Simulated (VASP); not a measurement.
# PbS (P6_3/mmc) in VASP: settings compared

PbS is run at these levels: PBE, r2SCAN; tasks: single point, relaxation of cell and atoms.

All numbers are computed with VASP 6.6.1; they aren't measurements. Logs are shortened: lines on timing, memory, paths and dates and some standing lists are left out, and cuts for length are marked.

## 1. The cell of the first run

Symmetry: P6_3/mmc, No. 194, hexagonal system. Conventional cell: a = 4.997 Å, b = 4.997 Å, c = 5.997 Å, α = 90.00°, β = 90.00°, γ = 120.00°. Within 3.8 Å of Pb (site symmetry -6m2) lie 5 S at 2.89 to 3.00 Å. S (site symmetry -6m2) has 5 Pb at 2.89 to 3.00 Å within 3.8 Å.

## 2. Single point, PBE, non-collinear spin, zero start, spin-orbit coupling

INCAR reads:

```
ALGO     = Normal         # electronic algorithm
EDIFF    = 1E-6           # SCF threshold, eV
ENCUT    = 500            # plane-wave cutoff, eV
GGA      = PE             # functional
GGA_COMPAT= False        
ISIF     = 2              # what is computed and relaxed
ISMEAR   = 0              # smearing method
LASPH    = True           # aspherical terms in the spheres
LCHARG   = False          # write CHGCAR
LORBIT   = 11             # projections on sites
LORBMOM  = True         
LREAL    = False          # projectors in reciprocal space
LSORBIT  = True           # spin-orbit coupling
LWAVE    = False          # write WAVECAR
MAGMOM   = 0 0 0 0 0 0 0 0 0 0 0 0 # initial moments
NBANDS   = 54             # bands
NELM     = 200            # most SCF steps
PREC     = Accurate       # precision mode
SIGMA    = 0.01           # smearing width, eV
```

KPOINTS reads:

```
k-points
0
Gamma
  6 6 4
```

POSCAR reads:

```
PbS
1.0
    4.9970879552      0.0000000000      0.0000000000
   -2.4985439776      4.3276051142      0.0000000000
    0.0000000000      0.0000000000      5.9970707136
Pb S
2 2
Direct
    0.3333333333      0.6666666667      0.2500000000
    0.6666666667      0.3333333333      0.7500000000
    0.6666666667      0.3333333333      0.2500000000
    0.3333333333      0.6666666667      0.7500000000
```

Potentials or basis: VASP PAW PBE potentials, release 64 (Pb_d, S).

Run with:

```bash
$ cat potpaw_PBE.64/Pb_d/POTCAR potpaw_PBE.64/S/POTCAR > POTCAR
$ mpirun -np 1 vasp_ncl > vasp.out
```

OUTCAR:

```text
EDIFF = 1E-6
   ENCUT = 500
   GGA = PE
   ISIF = 2
   ISMEAR = 0
   LASPH = True
   LORBIT = 11
   LREAL = False
   LSORBIT = True
   NELM = 200
   PREC = Accurate

 ion  position               nearest neighbor table
   1  0.333  0.667  0.250-   3 2.89   3 2.89   3 2.89   4 3.00   4 3.00
   2  0.667  0.333  0.750-   4 2.89   4 2.89   4 2.89   3 3.00   3 3.00
   3  0.667  0.333  0.250-   1 2.89   1 2.89   1 2.89   2 3.00   2 3.00
   4  0.333  0.667  0.750-   2 2.89   2 2.89   2 2.89   1 3.00   1 3.00

  LATTYP: Found a hexagonal cell.
 ALAT       =     4.9970879552
 C/A-ratio  =     1.2001130993

  Lattice vectors:

 A1 = (   4.9970879552,   0.0000000000,   0.0000000000)
 A2 = (  -2.4985439776,   4.3276051142,   0.0000000000)
 A3 = (   0.0000000000,   0.0000000000,   5.9970707136)

Analysis of symmetry for initial positions (statically):
=====================================================================
 Subroutine PRICEL returns:
 Original cell was already a primitive cell.

 Routine SETGRP: Setting up the symmetry group for a
 hexagonal supercell.

 Subroutine GETGRP returns: Found 24 space group operations
 (whereof 12 operations were pure point group operations)
 out of a pool of 24 trial point group operations.

The static configuration has the point symmetry D_3d.
 The point group associated with its full space group is D_6h.

Analysis of symmetry for dynamics (positions and initial velocities):
=====================================================================
 Subroutine PRICEL returns:
 Original cell was already a primitive cell.

 Routine SETGRP: Setting up the symmetry group for a
 hexagonal supercell.

 Subroutine GETGRP returns: Found 24 space group operations
 (whereof 12 operations were pure point group operations)
 out of a pool of 24 trial point group operations.

The dynamic configuration has the point symmetry D_3d.
 The point group associated with its full space group is D_6h.

Analysis of structural, dynamic, and magnetic symmetry:
=====================================================================
 Subroutine PRICEL returns:
 Original cell was already a primitive cell.

 Routine SETGRP: Setting up the symmetry group for a
 hexagonal supercell.

 Subroutine GETGRP returns: Found 24 space group operations
 (whereof 12 operations were pure point group operations)
 out of a pool of 24 trial point group operations.

The overall configuration has the point symmetry D_3d.
 The point group associated with its full space group is D_6h.

 Subroutine INISYM returns: Found 24 space group operations
 (whereof 12 operations are pure point group operations),
 and found     1 'primitive' translations

----------------------------------------------------------------------------------------

                                     Primitive cell

  volume of cell :     129.6892

  direct lattice vectors                    reciprocal lattice vectors
     4.997087955  0.000000000  0.000000000     0.200116550  0.115537344  0.000000000
    -2.498543978  4.327605114  0.000000000     0.000000000  0.231074688  0.000000000
     0.000000000  0.000000000  5.997070714     0.000000000  0.000000000  0.166748075

  length of vectors
     4.997087955  4.997087955  5.997070714     0.231074688  0.231074688  0.166748075

  position of ions in fractional coordinates (direct lattice)
     0.333333333  0.666666667  0.250000000
     0.666666667  0.333333333  0.750000000
     0.666666667  0.333333333  0.250000000
     0.333333333  0.666666667  0.750000000

  ion indices of the primitive-cell ions
   primitive index   ion index
                 1           1
                 2           2
                 3           3
                 4           4

----------------------------------------------------------------------------------------

 KPOINTS: k-points
[... 110 lines left out ...]
  ---------------------------------------------------
  ext. energy  EPLUGINS =         0.00000000
  ---------------------------------------------------
  free energy    TOTEN  =       -17.99632536 eV

  energy without entropy =      -17.99632536  energy(sigma->0) =      -17.99632536

 E-fermi :   3.8175     XC(G=0):  -8.3914

 val. band max:        3.6992098769   @ k =   0.3333   0.3333   0.5000
 cond. band min:       4.5377418798   @ k =   0.3333   0.3333   0.5000
 fundamental gap:      0.8385320029
 Fermi energy:         3.8175311748

 k-point     1 :       0.0000    0.0000    0.0000
  band No.  band energies     occupation
      1     -14.4173      1.00000
      2     -14.4173      1.00000
      3     -14.4172      1.00000
      4     -14.4172      1.00000
      5     -14.4092      1.00000
      6     -14.4092      1.00000
[... 1144 lines left out ...]
     51       7.8661      0.00000
     52       7.8661      0.00000
 [bands above 52 left out]

------------------------ aborting loop because EDIFF is reached ----------------------------------------

  FORCE on cell =-STRESS in cart. coord.  units (eV):
  Direction    XX          YY          ZZ          XY          YZ          ZX
  --------------------------------------------------------------------------------------
  -------------------------------------------------------------------------------------
  Total        0.4443311      0.4443311      0.6312101     -0.0000000     -0.0000000      0.0000000
  in kB        5.4892558      5.4892558      7.7979547     -0.0000000     -0.0000000      0.0000000
  external PRESSURE =       6.2588221 kB  Pullay stress =       0.0000000 kB

 VOLUME and BASIS-vectors are now :
 -----------------------------------------------------------------------------
  energy-cutoff  :      500.00
  volume of cell :      129.69
      direct lattice vectors                 reciprocal lattice vectors
     4.997087955  0.000000000  0.000000000     0.200116550  0.115537344  0.000000000
    -2.498543978  4.327605114  0.000000000     0.000000000  0.231074688  0.000000000
     0.000000000  0.000000000  5.997070714     0.000000000  0.000000000  0.166748075

 POSITION                                       TOTAL-FORCE (eV/Angst)
 -----------------------------------------------------------------------------------
     -0.00000      2.88507      1.49927         0.000000      0.000000     -0.000000
      2.49854      1.44254      4.49780        -0.000000     -0.000000      0.000000
      2.49854      1.44254      1.49927         0.000000     -0.000000     -0.000000
     -0.00000      2.88507      4.49780        -0.000000      0.000000     -0.000000
 -----------------------------------------------------------------------------------
    total drift:                                0.000000      0.000000      0.000000

  FREE ENERGIE OF THE ION-ELECTRON SYSTEM (eV)
  ---------------------------------------------------
  free  energy   TOTEN  =       -17.9963253574 eV

  energy  without entropy=      -17.9963253574  energy(sigma->0) =      -17.99632536

 orbital moment (x)

 # of ion     p       d       tot
 ----------------------------------------
  1        -0.000   0.000  -0.000
  2        -0.000   0.000  -0.000
  3        -0.000   0.000  -0.000
  4        -0.000   0.000  -0.000
 ----------------------------------------
           -0.000   0.000  -0.000

 orbital moment (y)

 # of ion     p       d       tot
 ----------------------------------------
  1        -0.000   0.000  -0.000
  2         0.000   0.000   0.000
  3        -0.000   0.000  -0.000
  4        -0.000   0.000  -0.000
 ----------------------------------------
           -0.000   0.000   0.000

 orbital moment (z)

 # of ion     p       d       tot
 ----------------------------------------
  1         0.000   0.000   0.000
  2         0.000  -0.000   0.000
  3         0.000   0.000   0.000
  4         0.000   0.000   0.000
 ----------------------------------------
            0.000  -0.000   0.000

 Spin-Orbit-Coupling matrix elements

 Ion:    1  E_soc:     -0.8026014
 l=   1
     0.0000000    -0.0661963    -0.0681367
    -0.0661963     0.0000000    -0.0661963
    -0.0681367    -0.0661963     0.0000000
 l=   2
     0.0000000    -0.0134247     0.0000000    -0.0134247    -0.0538104
    -0.0134247     0.0000000    -0.0399092    -0.0134436    -0.0134247
     0.0000000    -0.0399092     0.0000000    -0.0399092     0.0000000
    -0.0134247    -0.0134436    -0.0399092     0.0000000    -0.0134247
    -0.0538104    -0.0134247     0.0000000    -0.0134247     0.0000000
 l=   3
     0.0000000     0.0000000     0.0000000     0.0000000     0.0000000     0.0000000     0.0000000
     0.0000000     0.0000000     0.0000000     0.0000000     0.0000000     0.0000000     0.0000000
     0.0000000     0.0000000     0.0000000     0.0000000     0.0000000     0.0000000     0.0000000
     0.0000000     0.0000000     0.0000000     0.0000000     0.0000000     0.0000000     0.0000000
[... 49 lines left out ...]
 l=   2
     0.0000000     0.0000000     0.0000000     0.0000000     0.0000000
     0.0000000     0.0000000     0.0000000     0.0000000     0.0000000
     0.0000000     0.0000000     0.0000000     0.0000000     0.0000000
     0.0000000     0.0000000     0.0000000     0.0000000     0.0000000
     0.0000000     0.0000000     0.0000000     0.0000000     0.0000000
 l=   3
     0.0000000     0.0000000     0.0000000     0.0000000     0.0000000     0.0000000     0.0000000
     0.0000000     0.0000000     0.0000000     0.0000000     0.0000000     0.0000000     0.0000000
     0.0000000     0.0000000     0.0000000     0.0000000     0.0000000     0.0000000     0.0000000
     0.0000000     0.0000000     0.0000000     0.0000000     0.0000000     0.0000000     0.0000000
     0.0000000     0.0000000     0.0000000     0.0000000     0.0000000     0.0000000     0.0000000
     0.0000000     0.0000000     0.0000000     0.0000000     0.0000000     0.0000000     0.0000000
     0.0000000     0.0000000     0.0000000     0.0000000     0.0000000     0.0000000     0.0000000

 total charge

# of ion       s       p       d       tot
------------------------------------------
    1        1.481   0.531   9.839  11.851
    2        1.481   0.531   9.839  11.851
    3        1.356   2.324   0.000   3.680
    4        1.356   2.324   0.000   3.680
--------------------------------------------------
tot          5.675   5.711  19.678  31.064

 magnetization (x)

# of ion       s       p       d       tot
------------------------------------------
    1        0.000   0.000   0.000   0.000
    2        0.000   0.000  -0.000  -0.000
    3       -0.000   0.000   0.000   0.000
    4        0.000   0.000   0.000   0.000
--------------------------------------------------
tot          0.000   0.000  -0.000   0.000

 magnetization (y)

# of ion       s       p       d       tot
------------------------------------------
    1        0.000   0.000   0.000   0.000
    2        0.000   0.000   0.000   0.000
    3        0.000   0.000   0.000   0.000
    4        0.000  -0.000   0.000  -0.000
--------------------------------------------------
tot          0.000  -0.000   0.000  -0.000

 magnetization (z)

# of ion       s       p       d       tot
------------------------------------------
    1        0.000   0.000   0.000   0.000
    2        0.000   0.000   0.000   0.000
    3        0.000   0.000   0.000   0.000
    4        0.000   0.000   0.000   0.000
--------------------------------------------------
tot          0.000   0.000   0.000   0.000
```

It took 2.5 min on 1 thread of Intel Xeon 6975P-C (Granite Rapids), shared host; peak memory 0.57 GiB.

What came out:

- Free energy: -17.9963 eV
- Pressure: 0.6 GPa
- Net moment: 0.00 μB per cell
- Valence electrons inside the program's atomic spheres: Pb 11.85; S 3.68

Stress tensor (GPa, compression positive):
```
0.55 0.00 0.00
0.00 0.55 0.00
0.00 0.00 0.78
```

Moments on the atoms (μB; x, y, z):
```
Pb  0.00 0.00 0.00
Pb  0.00 0.00 0.00
S   0.00 0.00 0.00
S   0.00 0.00 0.00
```

## 3. Relaxation of cell and atoms, r2SCAN

This run uses another cell than the first one, of 33.02 Å³/atom.

POSCAR reads:

```
PbS
1.0
    5.0259160400      0.0000000000      0.0000000000
   -2.5129580200      4.3525709679      0.0000000000
    0.0000000000      0.0000000000      6.0381152272
Pb S
2 2
Direct
    0.3333333333      0.6666666667      0.2500000000
    0.6666666667      0.3333333333      0.7500000000
    0.6666666667      0.3333333333      0.2500000000
    0.3333333333      0.6666666667      0.7500000000
```

INCAR.step1 reads:

```
ALGO = Normal
EDIFF = 1E-5
EDIFFG = -0.005
ENCUT = 550
GGA = PE
GGA_COMPAT = False
IBRION = 2
ISIF = 3
ISMEAR = -1
LASPH = True
LCHARG = False
LREAL = False
LWAVE = True
NELM = 120
NELMIN = 4
NSW = 100
PREC = Accurate
SIGMA = 0.02
```

INCAR.step2 reads:

```
ALGO = Normal
EDIFF = 1E-7
EDIFFG = -0.005
ENCUT = 550
GGA_COMPAT = False
IBRION = 2
ISIF = 3
ISMEAR = -1
ISTART = 1
LASPH = True
LCHARG = False
LMIXTAU = True
LREAL = False
LWAVE = False
METAGGA = R2SCAN
NELM = 120
NELMIN = 4
NSW = 80
PREC = Accurate
SIGMA = 0.02
```

KPOINTS is that of step 2.

Potentials or basis: VASP PAW PBE potentials, release 64 (Pb_d, S).

Run with:

```bash
$ cat potpaw_PBE.64/Pb_d/POTCAR potpaw_PBE.64/S/POTCAR > POTCAR
$ cp INCAR.step1 INCAR
$ mpirun -np 1 vasp_std > vasp.out
$ cp INCAR.step2 INCAR
$ mpirun -np 1 vasp_std > vasp.out
```

Run time: 15 min. Hardware: 1 thread of Intel Xeon Platinum 8488C (Sapphire Rapids), shared host; peak memory 0.32 GiB.

It converged, with:

* Free energy: -130.7477 eV
* Relaxed volume: 32.42 Å³/atom
* Relaxed cell: a = 4.997 Å, b = 4.997 Å, c = 5.995 Å, α = 90.00°, β = 90.00°, γ = 120.00°
* Space group after relaxing (to 0.1 Å): P6_3/mmc (No. 194)
* Energy gained by relaxing: 1.6 meV/atom
* Ionic steps: 3
* Pressure after relaxing: 0.0 GPa
* Band gap on the k mesh: 1.73 eV

The path:
| step | energy change (eV) | largest force (eV/Å) | pressure (GPa) | volume (Å³) |
| --- | --- | --- | --- | --- |
| 1 | 0.0000 | 0.0000 | -0.80 | 132.09 |
| 2 | -0.0057 | 0.0000 | 0.26 | 128.94 |
| 3 | -0.0063 | 0.0000 | 0.00 | 129.67 |

Final structure:
```
Pb S
1.0
     4.99744    0.00000    0.00000
    -2.49872    4.32791    0.00000
     0.00000    0.00000    5.99525
Pb S
2 2
Direct
  0.33333 0.66667 0.25000
  0.66667 0.33333 0.75000
  0.66667 0.33333 0.25000
  0.33333 0.66667 0.75000
```

Levels at points of the mesh, in eV from the valence-band top:
```tsv
k point	band 16	band 17	band 18	band 19	band 20	band 21	band 22	band 23	band 24
(0.00, 0.00, 0.00)	-3.16	-3.16	-2.03	-2.01	-2.01	2.23	2.23	3.63	3.63
(0.50, 0.00, 0.00)	-3.84	-2.99	-2.40	-2.15	-0.76	3.26	3.29	4.44	4.75
(0.00, 0.00, 0.50)	-2.59	-2.59	-2.59	-1.36	-1.36	2.54	2.54	2.54	2.54
(0.50, 0.00, 0.50)	-3.17	-1.99	-1.99	-0.66	-0.66	1.89	1.89	3.31	3.31
```

Caveat: the PAW data sets were made with another functional, which shifts forces and pressure a little; spin-orbit coupling is left out, which moves the levels of the heavy elements. A k mesh can miss the band edges.
